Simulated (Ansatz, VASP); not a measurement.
## One calculation of SnO, two programs

```
Sn O
1.0
     2.71046   -2.71046    0.00000
     2.71046    2.71046    0.00000
     0.00000    0.00000    9.49457
Sn O
4 4
Direct
  0.00000 0.00000 0.00075
  0.00000 0.00000 0.50075
  0.50000 0.50000 0.25625
  0.50000 0.50000 0.75625
  0.00000 0.50000 0.37850
  0.00000 0.50000 0.87850
  0.50000 0.00000 0.37850
  0.50000 0.00000 0.87850
```

Alike in both runs: functional PBE; dispersion D3(BJ); k mesh 10 × 10 × 4; occupations fermi-dirac, width 0.15 eV; no spin polarisation.

Ansatz relaxed the structure, and its values are those at the end. VASP's run is a single point on that final structure, the one shown.

```csv
,VASP,Ansatz
version,VASP 6.6.1,Ansatz 0.2.0
potentials or method,"VASP PAW PBE potentials, release 64 (Sn_d, O), cutoff 520 eV","scalar-relativistic, plane waves, PAW"
valence electrons in the cell,80,80
```

|  | VASP | Ansatz | Ansatz less VASP |
| --- | --- | --- | --- |
| gap on the k mesh at the Fermi level (eV) | none | none | - |
| pressure (GPa) | 0.2 | 0.0 | -0.21 |
| rms of the force components (eV/Å) | 0.032 | 0.000 | -0.0325 |

A gap of «none» marks a metal or a gap that the smearing closes. Ansatz's warnings: near symmetry operation missed by atoms.
